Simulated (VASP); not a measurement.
A run of VASP 6.6.1 is set up as follows.

Contents of INCAR:

```
SYSTEM = Tc
PREC = Accurate ; ENCUT = 520
EDIFF = 1E-7 ; ISMEAR = -1
SIGMA = 0.05 ; LREAL = .FALSE.
LASPH = .TRUE. ; NELM = 60
ALGO = Normal ; ISIF = 2
LWAVE = .FALSE. ; LCHARG = .TRUE.
GGA = PS ; LELF = .TRUE.
LVHAR = .TRUE. ; NBANDS = 34
```

File KPOINTS:

```
regular mesh
0
G
  11 11 3
  0 0 0
```

POSCAR

```
Tc
1.0
    2.7209698021      0.0000000000      0.0000000000
   -1.3604849010      2.3564289715      0.0000000000
    0.0000000000      0.0000000000      8.7108257240
Tc
4
Direct
    0.6666666667      0.3333333333      0.7500000000
    0.0000000000      0.0000000000      0.5000000000
    0.3333333333      0.6666666667      0.2500000000
    0.0000000000      0.0000000000      0.0000000000
```

Potentials or basis: VASP PAW PBE potentials, release 64 (Tc_pv).

Command:

```bash
$ cat potpaw_PBE.64/Tc_pv/POTCAR > POTCAR
$ mpirun -np 1 vasp_std > vasp.out
```

Task: Predict the band gap on the k mesh.

Result: Zero (bands 26 and 27 overlap by 2.99 eV).

Task: Predict the pressure.

Result: 0.5 GPa.

Stress tensor (GPa, compression positive):
```
-0.13  0.00  0.00
 0.00 -0.13  0.00
 0.00  0.00  1.75
```

Caveat: the PAW data sets were made with another functional, which shifts forces and pressure a little.
